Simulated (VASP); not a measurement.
# Ca2Ge3N (P4/mmm) in VASP: a series of runs

The runs below take Ca2Ge3N through single point, relaxation of cell and atoms, with PBE.

Everything below comes from runs of VASP 6.6.1. Logs are shortened: lines on timing, memory, paths and dates and some standing lists are left out, and cuts for length are marked.

### 1 The cell of the first run

It takes space group P4/mmm (No. 123, tetragonal). Conventional cell: a = 4.996 Å, b = 4.996 Å, c = 6.008 Å, α = 90.00°, β = 90.00°, γ = 90.00°. Within 3.3 Å of Ca (site symmetry mmm) lie 2 N at 2.50 Å and 2 Ge at 3.00 Å. Ge (site symmetry 4/mmm) has 4 Ge at 2.50 Å and 2 N at 3.00 Å within 3.3 Å. Ge (site symmetry mmm) has 2 Ge at 2.50 Å and 2 Ca at 3.00 Å within 3.3 Å. Within 3.3 Å of N (site symmetry 4/mmm) lie 4 Ca at 2.50 Å and 2 Ge at 3.00 Å.

The cell was generated, and may not be a known phase.

### 2 Single point, PBE

INCAR reads:

```
PREC = Accurate
ENCUT = 520
EDIFF = 1E-6
ISMEAR = 0
SIGMA = 0.1
LREAL = False
LASPH = True
NELM = 100
ALGO = Normal
ISIF = 2
LWAVE = False
LCHARG = False
GGA = PE
NBANDS = 42
```

KPOINTS reads:

```
Automatic mesh
0
Gamma
  4 4 4
```

POSCAR reads:

```
Ca2Ge3N
1.0
    4.9958021400      0.0000000000      0.0000000000
    0.0000000000      4.9958021400      0.0000000000
    0.0000000000      0.0000000000      6.0084924401
Ca Ge N
2 3 1
Direct
    0.0000000000      0.5000000000      0.5000000000
    0.5000000000      0.0000000000      0.5000000000
    0.5000000000      0.5000000000      0.0000000000
    0.0000000000      0.5000000000      0.0000000000
    0.5000000000      0.0000000000      0.0000000000
    0.5000000000      0.5000000000      0.5000000000
```

Potentials or basis: VASP PAW PBE potentials, release 64 (Ca_sv, Ge_d, N).

The run is started by

```sh
$ cat potpaw_PBE.64/Ca_sv/POTCAR potpaw_PBE.64/Ge_d/POTCAR potpaw_PBE.64/N/POTCAR > POTCAR
$ mpirun -np 1 vasp_std > vasp.out
```

OUTCAR:

```text
PREC = Accurate
   ENCUT = 520
   EDIFF = 1E-6
   ISMEAR = 0
   LREAL = False
   LASPH = True
   NELM = 100
   ISIF = 2
   GGA = PE

 ion  position               nearest neighbor table
   1  0.000  0.500  0.500-   4 3.00   4 3.00
   2  0.500  0.000  0.500-   5 3.00   5 3.00
   3  0.500  0.500  0.000-   4 2.50   5 2.50   5 2.50   4 2.50
   4  0.000  0.500  0.000-   3 2.50   3 2.50   1 3.00   1 3.00
   5  0.500  0.000  0.000-   3 2.50   3 2.50   2 3.00   2 3.00
   6  0.500  0.500  0.500-

  LATTYP: Found a simple tetragonal cell.
 ALAT       =     4.9958021400
 C/A-ratio  =     1.2027082482

  Lattice vectors:

 A1 = (   4.9958021400,   0.0000000000,   0.0000000000)
 A2 = (   0.0000000000,   4.9958021400,   0.0000000000)
 A3 = (   0.0000000000,   0.0000000000,   6.0084924401)

Analysis of symmetry for initial positions (statically):
=====================================================================
 Subroutine PRICEL returns:
 Original cell was already a primitive cell.

 Routine SETGRP: Setting up the symmetry group for a
 simple tetragonal supercell.

 Subroutine GETGRP returns: Found 16 space group operations
 (whereof 16 operations were pure point group operations)
 out of a pool of 16 trial point group operations.

The static configuration has the point symmetry D_4h.

Analysis of symmetry for dynamics (positions and initial velocities):
=====================================================================
 Subroutine PRICEL returns:
 Original cell was already a primitive cell.

 Routine SETGRP: Setting up the symmetry group for a
 simple tetragonal supercell.

 Subroutine GETGRP returns: Found 16 space group operations
 (whereof 16 operations were pure point group operations)
 out of a pool of 16 trial point group operations.

The dynamic configuration has the point symmetry D_4h.

 Subroutine INISYM returns: Found 16 space group operations
 (whereof 16 operations are pure point group operations),
 and found     1 'primitive' translations

----------------------------------------------------------------------------------------

                                     Primitive cell

  volume of cell :     149.9602

  direct lattice vectors                    reciprocal lattice vectors
     4.995802140  0.000000000  0.000000000     0.200168055  0.000000000  0.000000000
[... 87 lines left out ...]
   EDIFF  = 0.1E-05   stopping-criterion for ELM
   LREAL  =      F    real-space projection
   EDIFFG = 0.1E-04   stopping-criterion for IOM
   NSW    =      0    number of steps for IOM
   IBRION =     -1    ionic relax: 0-MD 1-quasi-New 2-CG
   NFREE  =      0    steps in history (QN), initial steepest desc. (CG)
   ISIF   =      2    stress and relaxation
   ISYM   =      2    0-nonsym 1-usesym 2-fastsym
   POTIM  = 0.5000    time-step for ionic-motion
   TEBEG  =    0.0;   TEEND  =   0.0 temperature during run
   PSTRESS=    0.0 pullay stress
   NELECT =      67.0000    total number of electrons
   NUPDOWN=      -1.0000    fix difference up-down
   EMIN   =  10.00;   EMAX   =-10.00  energy-range for DOS
   EFERMI =   0.00;   METHOD = LEGACY
   ISMEAR =     0;   SIGMA  =   0.10  broadening in eV -4-tet -1-fermi 0-gaus
   EFERMI_NEDOS =   21; number of points for ismear=-14 and -15
   IALGO  =     38    algorithm
   IMIX   =      4    mixing-type and parameters
     AMIX     =   0.40;   BMIX     =  1.00
     AMIX_MAG =   1.60;   BMIX_MAG =  1.00
  volume/ion in A,a.u.               =      24.99       168.66
  Fermi-wavevector in a.u.,A,eV,Ry     =   1.251530  2.365048 21.311162  1.566326
  Thomas-Fermi vector in A             =   2.385473
   LORBIT       =      0    0 simple, 1 ext, 2 COOP (PROOUT), +10 PAW based schemes
   GGA     = PE    functional components
   LHFCALC =     F    Hartree Fock is set to
   AEXX    =    0.0000 exact exchange contribution
   IVDW    =     0    specifies the selected vdW correction
   LEPSILON=     F    determine dielectric tensor
   LRPA    =     F    only Hartree local field effects (RPA)
 non-spin polarized calculation
 Gauss-broadening in eV      SIGMA  =   0.10
  energy-cutoff  :      520.00
  volume of cell :      149.96
 maximum number of plane-waves:      4099
 NGX is ok and might be reduce to    40
   NGX = 19   NGY = 19   NGZ = 23

 number of electron      66.9999959 magnetization

 Free energy of the ion-electron system (eV)
  ---------------------------------------------------
  ext. energy  EPLUGINS =         0.00000000
  ---------------------------------------------------
  free energy    TOTEN  =       -24.12185773 eV

  energy without entropy =      -24.08763233  energy(sigma->0) =      -24.10474503

 E-fermi :   2.9581     XC(G=0):  -9.1011

 val. band max:        2.9214454343   @ k =   0.2500   0.2500   0.0000
 cond. band min:       2.9585104123   @ k =   0.5000   0.0000   0.5000
 fundamental gap:      0.0370649780
 Fermi energy:         2.9580861163

 k-point     1 :       0.0000    0.0000    0.0000
  band No.  band energies     occupation
      1     -37.4667      2.00000
      2     -37.4307      2.00000
      3     -21.6778      2.00000
      4     -21.6241      2.00000
      5     -21.5457      2.00000
      6     -21.5457      2.00000
[... 799 lines left out ...]
     41       6.6056      0.00000
     42       6.6056      0.00000

------------------------ aborting loop because EDIFF is reached ----------------------------------------

  FORCE on cell =-STRESS in cart. coord.  units (eV):
  Direction    XX          YY          ZZ          XY          YZ          ZX
  --------------------------------------------------------------------------------------
  -------------------------------------------------------------------------------------
  Total        0.2762778      0.2762778      0.1969670      0.0000000     -0.0000000      0.0000000
  in kB        2.9517570      2.9517570      2.1043987      0.0000000     -0.0000000      0.0000000
  external PRESSURE =       2.6693042 kB  Pullay stress =       0.0000000 kB

 VOLUME and BASIS-vectors are now :
 -----------------------------------------------------------------------------
  energy-cutoff  :      520.00
  volume of cell :      149.96
      direct lattice vectors                 reciprocal lattice vectors
     4.995802140  0.000000000  0.000000000     0.200168055  0.000000000  0.000000000
     0.000000000  4.995802140  0.000000000     0.000000000  0.200168055  0.000000000
     0.000000000  0.000000000  6.008492440     0.000000000  0.000000000  0.166431099

 POSITION                                       TOTAL-FORCE (eV/Angst)
 -----------------------------------------------------------------------------------
      0.00000      2.49790      3.00425         0.000000      0.000000      0.000000
      2.49790      0.00000      3.00425         0.000000      0.000000      0.000000
      2.49790      2.49790      0.00000         0.000000      0.000000      0.000000
      0.00000      2.49790      0.00000         0.000000      0.000000      0.000000
      2.49790      0.00000      0.00000         0.000000      0.000000      0.000000
      2.49790      2.49790      3.00425         0.000000      0.000000      0.000000
 -----------------------------------------------------------------------------------
    total drift:                               -0.000000      0.000000     -0.000000

  FREE ENERGIE OF THE ION-ELECTRON SYSTEM (eV)
  ---------------------------------------------------
  free  energy   TOTEN  =       -24.1218577313 eV

  energy  without entropy=      -24.0876323280  energy(sigma->0) =      -24.10474503
```

Run time: 5.3 min. Hardware: 1 thread of Intel Xeon 8259CL, shared host; peak memory 0.32 GiB.

Results:

- Free energy: -24.1219 eV
- Pressure: 0.3 GPa
- Band gap on the k mesh: zero (an odd number of electrons rules out a gap without spin polarisation)

Caveat: an odd number of electrons without spin polarisation forces a metal; a magnetic or distorted state may lie lower.

### 3 Single point, PBE

This run uses another cell than the first one, of 22.03 Å³/atom.

INCAR reads:

```
ALGO = Normal ; EDIFF = 1E-6
ENCUT = 520 ; GGA = PE
ISIF = 2 ; ISMEAR = 0
LASPH = T ; LCHARG = F
LREAL = F ; LWAVE = F
NBANDS = 42 ; NELM = 100
PREC = Accurate ; SIGMA = 0.1
```

KPOINTS reads:

```
k-points
0
Gamma
  4 4 4
```

POSCAR, as its differences from that of step 2:

```diff
@@ -2,5 +2,5 @@
 1.0
-    4.9958021400      0.0000000000      0.0000000000
-    0.0000000000      4.9958021400      0.0000000000
-    0.0000000000      0.0000000000      6.0084924401
+    4.9599671600      0.0000000000      0.0000000000
+    0.0000000000      4.9599671600      0.0000000000
+    0.0000000000      0.0000000000      5.3734149500
 Ca Ge N
```

Potentials or basis: VASP PAW PBE potentials, release 64 (Ca_sv, Ge_d, N).

The run is started by

```sh
$ cat potpaw_PBE.64/Ca_sv/POTCAR potpaw_PBE.64/Ge_d/POTCAR potpaw_PBE.64/N/POTCAR > POTCAR
$ mpirun -np 1 vasp_std > vasp.out
```

Run time: 3.7 min. Hardware: 1 thread of Intel Xeon 8259CL, shared host; peak memory 0.29 GiB.

It converged, with:

```yaml
Free_energy: -23.4792 eV
Pressure: 6.8 GPa
Band_gap_on_the_k_mesh: zero (an odd number of electrons rules out a gap without spin polarisation)
```

Stress tensor (GPa, compression positive):
```
 2.78  0.00  0.00
 0.00  2.78  0.00
 0.00  0.00 14.76
```

Levels at points of the mesh, in eV from the Fermi level:
| k point | band 30 | band 31 | band 32 | band 33 | band 34 | band 35 | band 36 | band 37 |
| --- | --- | --- | --- | --- | --- | --- | --- | --- |
| (0.00, 0.00, 0.00) | -3.58 | -0.27 | -0.27 | 0.09 | 0.55 | 1.40 | 1.70 | 1.70 |
| (0.50, 0.00, 0.00) | -1.77 | -0.45 | -0.43 | -0.42 | -0.15 | 0.97 | 1.76 | 3.04 |
| (0.50, 0.50, 0.00) | -1.86 | -1.86 | 0.03 | 0.03 | 1.49 | 2.27 | 3.02 | 3.02 |
| (0.00, 0.00, 0.50) | -3.17 | -0.72 | -0.72 | -0.57 | 0.06 | 0.44 | 1.21 | 1.21 |
| (0.50, 0.00, 0.50) | -2.09 | -0.92 | -0.79 | -0.38 | -0.36 | -0.28 | 1.23 | 2.49 |
| (0.50, 0.50, 0.50) | -2.58 | -0.76 | -0.76 | -0.55 | 0.73 | 1.10 | 1.82 | 2.97 |

Caveat: the stress differs along the axes, from 3 to 15 GPa; an odd number of electrons without spin polarisation forces a metal; a magnetic or distorted state may lie lower.

### 4 Relaxation of cell and atoms, PBE

This run uses another cell than the first one, of 22.03 Å³/atom.

INCAR reads:

```
PREC     = Accurate       # precision mode
ENCUT    = 600            # plane-wave cutoff, eV
EDIFF    = 1E-7           # SCF threshold, eV
ISMEAR   = 0              # smearing method
SIGMA    = 0.1            # smearing width, eV
LREAL    = False          # projectors in reciprocal space
LASPH    = True           # aspherical terms in the spheres
NELM     = 100            # most SCF steps
ALGO     = Normal         # electronic algorithm
ISIF     = 3              # what is computed and relaxed
LWAVE    = False          # write WAVECAR
LCHARG   = False          # write CHGCAR
GGA      = PE             # functional
IBRION   = 2              # ionic algorithm
NSW      = 90             # ionic steps
EDIFFG   = -0.04          # ionic threshold
```

KPOINTS reads:

```
regular mesh
0
Gamma
  4 4 4
```

POSCAR is that of step 3.

The run is started by

```sh
$ cat potpaw_PBE.64/Ca_sv/POTCAR potpaw_PBE.64/Ge_d/POTCAR potpaw_PBE.64/N/POTCAR > POTCAR
$ mpirun -np 1 vasp_std > vasp.out
```

Wall time 18 min (1 thread of Intel Xeon 8259CL, shared host); peak memory 0.34 GiB.

Results (log left out):

| Item | Value |
| --- | --- |
| Free energy | -24.1195 eV |
| Relaxed volume | 25.14 Å³/atom |
| Relaxed cell | a = 5.011 Å, b = 5.011 Å, c = 6.006 Å, α = 90.00°, β = 90.00°, γ = 90.00° |
| Space group after relaxing (to 0.1 Å) | P4/mmm (No. 123) |
| Energy gained by relaxing | 106.3 meV/atom |
| Ionic steps | 5 |
| Pressure after relaxing | 0.0 GPa |
| Band gap on the k mesh | zero (an odd number of electrons rules out a gap without spin polarisation) |

Stress tensor (GPa, compression positive):
```
-0.10  0.00  0.00
 0.00 -0.10  0.00
 0.00  0.00  0.16
```

The path:
| step | energy change (eV) | largest force (eV/Å) | pressure (GPa) | volume (Å³) |
| --- | --- | --- | --- | --- |
| 1 | 0.0000 | 0.0000 | 6.80 | 132.19 |
| 2 | -0.6153 | 0.0000 | -0.18 | 150.62 |
| 3 | -0.6199 | 0.0000 | -0.93 | 153.82 |
| 4 | -0.6208 | 0.0000 | -0.76 | 153.04 |
| 5 | -0.6381 | 0.0000 | -0.02 | 150.82 |

Final structure:
```
CELL_PARAMETERS angstrom
5.01098 0.00000 0.00000
0.00000 5.01098 0.00000
0.00000 0.00000 6.00645
ATOMIC_POSITIONS crystal
Ca 0.00000 0.50000 0.50000
Ca 0.50000 0.00000 0.50000
Ge 0.50000 0.50000 0.00000
Ge 0.00000 0.50000 0.00000
Ge 0.50000 0.00000 0.00000
N 0.50000 0.50000 0.50000
```

Levels at points of the mesh, in eV from the Fermi level:
```csv
k point,band 31,band 32,band 33,band 34,band 35,band 36
"(0.00, 0.00, 0.00)",-0.24,-0.24,-0.16,0.55,1.09,1.84
"(0.50, 0.00, 0.00)",-0.66,-0.45,-0.17,0.10,0.75,1.43
"(0.50, 0.50, 0.00)",-1.67,-0.24,-0.24,1.52,2.37,2.40
"(0.00, 0.00, 0.50)",-0.47,-0.47,-0.19,-0.09,0.28,1.57
"(0.50, 0.00, 0.50)",-0.67,-0.61,-0.40,-0.06,0.00,1.22
"(0.50, 0.50, 0.50)",-0.60,-0.54,-0.54,0.30,0.99,2.18
```

Caveat: an odd number of electrons without spin polarisation forces a metal; a magnetic or distorted state may lie lower.

### 5 Single point, PBE

This run uses another cell than the first one, of 24.79 Å³/atom.

INCAR reads:

```
PREC = Accurate
ENCUT = 520
EDIFF = 1E-6
ISMEAR = 0
SIGMA = 0.1
LREAL = F
LASPH = T
NELM = 60
ALGO = Normal
ISIF = 2
LWAVE = F
LCHARG = T
GGA = PE
LELF = T
LVHAR = T
NBANDS = 42
```

KPOINTS reads:

```
Automatic mesh
0
Gamma
  8 8 6
```

POSCAR, as its differences from that of step 4:

```diff
@@ -2,5 +2,5 @@
 1.0
-    4.9599671600      0.0000000000      0.0000000000
-    0.0000000000      4.9599671600      0.0000000000
-    0.0000000000      0.0000000000      5.3734149500
+    4.9658520731      0.0000000000      0.0000000000
+    0.0000000000      4.9658520731      0.0000000000
+    0.0000000000      0.0000000000      6.0317777314
 Ca Ge N
```

The run is started by

```sh
$ cat potpaw_PBE.64/Ca_sv/POTCAR potpaw_PBE.64/Ge_d/POTCAR potpaw_PBE.64/N/POTCAR > POTCAR
$ mpirun -np 1 vasp_std > vasp.out
```

Wall time 15 min (1 thread of Intel Xeon 8259CL, shared host); peak memory 0.48 GiB.

It converged, with:

```
Free energy            : -24.2972 eV
Pressure               : 0.1 GPa
Band gap on the k mesh : zero (an odd number of electrons rules out a gap without spin polarisation)
```

Levels at points of the mesh, in eV from the Fermi level:
| k point | band 29 | band 30 | band 31 | band 32 | band 33 | band 34 | band 35 | band 36 | band 37 | band 38 |
| --- | --- | --- | --- | --- | --- | --- | --- | --- | --- | --- |
| (0.00, 0.00, 0.00) | -3.66 | -3.30 | -0.26 | -0.26 | -0.20 | 0.50 | 1.09 | 1.84 | 1.84 | 2.40 |
| (0.50, 0.00, 0.00) | -2.85 | -1.66 | -0.73 | -0.49 | -0.18 | 0.06 | 0.70 | 1.39 | 3.03 | 3.38 |
| (0.50, 0.50, 0.00) | -2.49 | -1.74 | -1.74 | -0.30 | -0.30 | 1.48 | 2.32 | 2.38 | 2.76 | 2.82 |
| (0.00, 0.00, 0.50) | -3.63 | -3.18 | -0.48 | -0.48 | -0.28 | -0.07 | 0.21 | 1.58 | 1.58 | 2.47 |
| (0.50, 0.00, 0.50) | -2.41 | -2.07 | -0.70 | -0.67 | -0.49 | -0.07 | -0.04 | 1.21 | 2.31 | 3.07 |
| (0.50, 0.50, 0.50) | -2.26 | -2.26 | -0.71 | -0.59 | -0.59 | 0.13 | 1.00 | 2.15 | 3.11 | 3.11 |

Caveat: an odd number of electrons without spin polarisation forces a metal; a magnetic or distorted state may lie lower.

### 6 Summary

```tsv
task	cell	k mesh	cutoff (eV)	gap on the mesh (eV)	pressure (GPa)
single point	a = 4.996, b = 4.996, c = 6.008 Å, 6 atoms	4 × 4 × 4	520	none	0.3
single point	a = 4.960, b = 4.960, c = 5.373 Å, 6 atoms	4 × 4 × 4	520	none	6.8
relaxation of cell and atoms	relaxed from a = 4.960, b = 4.960, c = 5.373 Å, 6 atoms	4 × 4 × 4	600	none	0.0
single point	a = 4.966, b = 4.966, c = 6.032 Å, 6 atoms	8 × 8 × 6	520	none	0.1
```

Alike in all rows: level PBE; potentials or basis VASP PAW PBE potentials, release 64 (Ca_sv, Ge_d, N); no spin polarisation; smearing gaussian 0.1 eV.

Caveats: an odd number of electrons without spin polarisation forces a metal; a magnetic or distorted state may lie lower; the stress differs along the axes, from 3 to 15 GPa (at least some runs).

Absolute energies hang on the potentials; compare differences alone.

The gap in the log of VASP goes by the Fermi energy; the results here count the filled bands.